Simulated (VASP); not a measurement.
# TaSi2 (P6_422) in VASP: a series of runs, part 2 of 2

VASP 6.6.1.

## (4) Single point, revPBE+D3(BJ)

This run uses another cell than the first one, of 13.91 Å³/atom.

Contents of INCAR:

```
SYSTEM = TaSi2
PREC = Accurate
ENCUT = 520
EDIFF = 1E-7
ISMEAR = -1
SIGMA = 0.05
LREAL = .False.
LASPH = .True.
NELM = 60
ALGO = Normal
ISIF = 2
LWAVE = .False.
LCHARG = .True.
GGA = RE
IVDW = 12
LELF = .True.
LVHAR = .True.
NBANDS = 38
```

Contents of KPOINTS:

```
Automatic mesh
0
Gamma
  7 7 4
  0 0 0
```

Contents of POSCAR:

```
TaSi2
1.0
    4.7090664572      0.0000000000      0.0000000000
   -2.3545332286      4.0781711801      0.0000000000
    0.0000000000      0.0000000000      6.5183778068
Ta Si
3 6
Direct
    0.0000000000      0.5000000000      0.3333333333
    0.5000000000      0.5000000000      0.6666666667
    0.5000000000      0.0000000000      0.0000000000
    0.3189537537      0.1594768769      0.3333333333
    0.1594768769      0.8405231231      0.6666666667
    0.8405231231      0.6810462463      0.0000000000
    0.6810462463      0.8405231231      0.3333333333
    0.8405231231      0.1594768769      0.6666666667
    0.1594768769      0.3189537537      0.0000000000
```

Potentials or basis: VASP PAW PBE potentials, release 64 (Ta_pv, Si).

The run is started by

```bash
$ cat potpaw_PBE.64/Ta_pv/POTCAR potpaw_PBE.64/Si/POTCAR > POTCAR
$ mpirun -np 1 vasp_std > vasp.out
```

OUTCAR:

```text
SYSTEM = TaSi2
   PREC = Accurate
   ENCUT = 520
   EDIFF = 1E-7
   ISMEAR = -1
   LREAL = .False.
   LASPH = .True.
   NELM = 60
   ISIF = 2
   GGA = RE
   IVDW = 12
 IVDW          = 12

 ion  position               nearest neighbor table
   1  0.000  0.500  0.333-   6 2.58   9 2.58   8 2.58   5 2.58   4 2.69   7 2.69   4 2.69   7 2.69
                             7 2.78   4 2.78   3 3.20   3 3.20   2 3.20   2 3.20
   2  0.500  0.500  0.667-   6 2.58   9 2.58   7 2.58   4 2.58   5 2.69   8 2.69   5 2.69   8 2.69
                             8 2.78   5 2.78   3 3.20   3 3.20   1 3.20   1 3.20
   3  0.500  0.000  0.000-   5 2.58   8 2.58   7 2.58   4 2.58   6 2.69   9 2.69   9 2.69   6 2.69
                             9 2.78   6 2.78   2 3.20   1 3.20   2 3.20   1 3.20
   4  0.319  0.159  0.333-   9 2.53   5 2.53   3 2.58   2 2.58   7 2.60   1 2.69   1 2.69   1 2.78
                             7 2.78   7 2.78   6 3.13   8 3.13
   5  0.159  0.841  0.667-   6 2.53   4 2.53   3 2.58   1 2.58   8 2.60   2 2.69   2 2.69   2 2.78
                             8 2.78   8 2.78   9 3.13   7 3.13
   6  0.841  0.681  0.000-   7 2.53   5 2.53   2 2.58   1 2.58   9 2.60   3 2.69   3 2.69   3 2.78
                             9 2.78   9 2.78   8 3.13   4 3.13
   7  0.681  0.841  0.333-   6 2.53   8 2.53   3 2.58   2 2.58   4 2.60   1 2.69   1 2.69   1 2.78
                             4 2.78   4 2.78   9 3.13   5 3.13
   8  0.841  0.159  0.667-   9 2.53   7 2.53   3 2.58   1 2.58   5 2.60   2 2.69   2 2.69   2 2.78
                             5 2.78   5 2.78   6 3.13   4 3.13
   9  0.159  0.319  0.000-   4 2.53   8 2.53   2 2.58   1 2.58   6 2.60   3 2.69   3 2.69   3 2.78
                             6 2.78   6 2.78   7 3.13   5 3.13

  LATTYP: Found a hexagonal cell.
 ALAT       =     4.7090664572
 C/A-ratio  =     1.3842186909

  Lattice vectors:

 A1 = (   4.7090664572,   0.0000000000,   0.0000000000)
 A2 = (  -2.3545332286,   4.0781711801,   0.0000000000)
 A3 = (   0.0000000000,   0.0000000000,   6.5183778068)

Analysis of symmetry for initial positions (statically):
=====================================================================
 Subroutine PRICEL returns:
 Original cell was already a primitive cell.

[... 166 lines left out ...]
   LRPA    =     F    only Hartree local field effects (RPA)
 non-spin polarized calculation
  energy-cutoff  :      520.00
  volume of cell :      125.18
 maximum number of plane-waves:      3396
 NGX is ok and might be reduce to    36
   NGX = 17   NGY = 17   NGZ = 25

 number of electron      57.0000000 magnetization

 Free energy of the ion-electron system (eV)
  ---------------------------------------------------
  ext. energy  EPLUGINS =         0.00000000
  ---------------------------------------------------
  free energy    TOTEN  =       -69.34557404 eV

  energy without entropy =      -69.32031029  energy(sigma->0) =      -69.33294216

 E-fermi :   9.8827     XC(G=0): -12.2380

 val. band max:        9.8540687018   @ k =   0.4286   0.1429   0.0000
 cond. band min:       9.9028838801   @ k =   0.2857   0.2857   0.5000
 fundamental gap:      0.0488151783
 Fermi energy:         9.8827275376

 k-point     1 :       0.0000    0.0000    0.0000
  band No.  band energies     occupation
      1     -24.4076      2.00000
      2     -24.4076      2.00000
      3     -24.4026      2.00000
      4     -24.3265      2.00000
      5     -24.3265      2.00000
      6     -24.2196      2.00000
[... 973 lines left out ...]
     37      13.4798      0.00000
     38      13.8158      0.00000

------------------------ aborting loop because EDIFF is reached ----------------------------------------

 Edisp (eV)   -9.70678

 E8    (eV) :    -6.9194

  FORCE on cell =-STRESS in cart. coord.  units (eV):
  Direction    XX          YY          ZZ          XY          YZ          ZX
  --------------------------------------------------------------------------------------
  -------------------------------------------------------------------------------------
  Total      -0.09673    -0.09673    -0.06926     0.00000     0.00000     0.00000
  in kB      -1.23801    -1.23801    -0.88646     0.00000     0.00000     0.00000
  external pressure =       -1.12 kB  Pullay stress =        0.00 kB

 VOLUME and BASIS-vectors are now :
 -----------------------------------------------------------------------------
  energy-cutoff  :      520.00
  volume of cell :      125.18
      direct lattice vectors                 reciprocal lattice vectors
     4.709066457  0.000000000  0.000000000     0.212356315  0.122603976  0.000000000
    -2.354533229  4.078171180  0.000000000     0.000000000  0.245207951  0.000000000
     0.000000000  0.000000000  6.518377807     0.000000000  0.000000000  0.153412403

 POSITION                                       TOTAL-FORCE (eV/Angst)
 -----------------------------------------------------------------------------------
     -1.17727      2.03909      2.17279        -0.000000     -0.000000      0.000000
      1.17727      2.03909      4.34559        -0.000000     -0.000000      0.000000
      2.35453      0.00000      0.00000        -0.000000     -0.000000     -0.000000
      1.12648      0.65037      2.17279        -0.008795     -0.005078      0.000000
     -1.22805      3.42780      4.34559        -0.008795      0.005078      0.000000
      2.35453      2.77742      0.00000        -0.000000      0.010156     -0.000000
      1.22805      3.42780      2.17279         0.008795      0.005078     -0.000000
      3.58259      0.65037      4.34559         0.008795     -0.005078      0.000000
      0.00000      1.30075      0.00000         0.000000     -0.010156     -0.000000
 -----------------------------------------------------------------------------------
    total drift:                                0.000000     -0.000000      0.000000

  FREE ENERGIE OF THE ION-ELECTRON SYSTEM (eV)
  ---------------------------------------------------
  free  energy   TOTEN  =       -79.0523572728 eV

  energy  without entropy=      -79.0270935194  energy(sigma->0) =      -79.03972540
```

OSZICAR:

```text
N       E                     dE             d eps       ncg     rms          rms(c)
DAV:   1     0.391694084359E+03    0.39169E+03   -0.28306E+04  1824   0.142E+03
DAV:   2    -0.520186181565E+02   -0.44371E+03   -0.43159E+03  2104   0.366E+02
DAV:   3    -0.711360191658E+02   -0.19117E+02   -0.18717E+02  2298   0.668E+01
DAV:   4    -0.714589961028E+02   -0.32298E+00   -0.32149E+00  2320   0.871E+00
DAV:   5    -0.714633550383E+02   -0.43589E-02   -0.43567E-02  2266   0.108E+00    0.343E+01
DAV:   6    -0.695834155058E+02    0.18799E+01   -0.68134E+00  2310   0.124E+01    0.163E+01
DAV:   7    -0.693661344007E+02    0.21728E+00   -0.51456E-01  2296   0.382E+00    0.434E+00
DAV:   8    -0.693460381666E+02    0.20096E-01   -0.33677E-02  2264   0.895E-01    0.548E-01
DAV:   9    -0.693455733028E+02    0.46486E-03   -0.26249E-03  2360   0.284E-01    0.274E-01
DAV:  10    -0.693455970367E+02   -0.23734E-04   -0.32635E-04  2228   0.106E-01    0.614E-02
DAV:  11    -0.693455766115E+02    0.20425E-04   -0.39243E-05  2248   0.299E-02    0.117E-02
DAV:  12    -0.693455749862E+02    0.16254E-05   -0.34830E-06  2372   0.859E-03    0.351E-03
DAV:  13    -0.693455743973E+02    0.58891E-06   -0.31309E-07  2000   0.262E-03    0.141E-03
DAV:  14    -0.693455740593E+02    0.33794E-06   -0.38471E-08  1332   0.976E-04    0.631E-04
DAV:  15    -0.693455740400E+02    0.19325E-07   -0.44269E-09  1344   0.402E-04
   1 F= -.79052357E+02 E0= -.79039725E+02  d E =-.252638E-01
```

Wall time 69 s (1 thread of AMD EPYC 9R45 (Zen 5), shared host); peak memory 0.26 GiB.

Results:

```
Free energy                : -79.0524 eV
Pressure                   : -0.1 GPa
Largest force              : 0.010 eV/Å
Band gap on the k mesh     : zero (an odd number of electrons rules out a gap without spin polarisation)
Dispersion energy per atom : -1.079 eV
```

Forces in eV/Å, atoms in the order of the input:
```
Ta   0.000  0.000  0.000
Ta   0.000  0.000  0.000
Ta   0.000  0.000  0.000
Si  -0.009 -0.005  0.000
Si  -0.009  0.005  0.000
Si   0.000  0.010  0.000
Si   0.009  0.005  0.000
Si   0.009 -0.005  0.000
Si   0.000 -0.010  0.000
```

Caveat: the dispersion term is far too large for a dense solid, which distorts pressure and volume; the PAW data sets were made with another functional, which shifts forces and pressure a little; spin-orbit coupling is left out, which moves the levels of the heavy elements; an odd number of electrons without spin polarisation forces a metal; a magnetic or distorted state may lie lower.

## (5) Summary

| task | level | potentials or basis | cell | k mesh | cutoff (eV) | gap on the mesh (eV) | pressure (GPa) |
| --- | --- | --- | --- | --- | --- | --- | --- |
| single point | BLYP+D3(BJ) | VASP PAW PBE potentials, release 64 (Ta_sv_GW, Si) | a = 4.759, b = 4.759, c = 6.494 Å, angles 90.0, 90.0, 120.0°, 9 atoms, atomic positions A | 5 × 5 × 3 | 500 | none | 0.4 |
| relaxation of cell and atoms | BLYP | VASP PAW PBE potentials, release 64 (Ta_sv_GW, Si) | relaxed from a = 4.784, b = 4.784, c = 6.570 Å, angles 90.0, 90.0, 120.0°, 9 atoms, atomic positions B | 5 × 5 × 3 | 500 | none | 0.0 |
| single point | revPBE+D3(BJ) | VASP PAW PBE potentials, release 64 (Ta_pv, Si) | a = 4.709, b = 4.709, c = 6.518 Å, angles 90.0, 90.0, 120.0°, 9 atoms, atomic positions C | 7 × 7 × 4 | 520 | none | -0.1 |

Alike in all rows: no spin polarisation; smearing fermi-dirac 0.05 eV.

Caveats: the PAW data sets were made with another functional, which shifts forces and pressure a little; spin-orbit coupling is left out, which moves the levels of the heavy elements; an odd number of electrons without spin polarisation forces a metal; a magnetic or distorted state may lie lower; the dispersion term is far too large for a dense solid, which distorts pressure and volume (at least some runs).

Total energies depend on the potentials used, so only differences within one code and one set of settings carry meaning.

The gap in the log of VASP goes by the Fermi energy; the results here count the filled bands.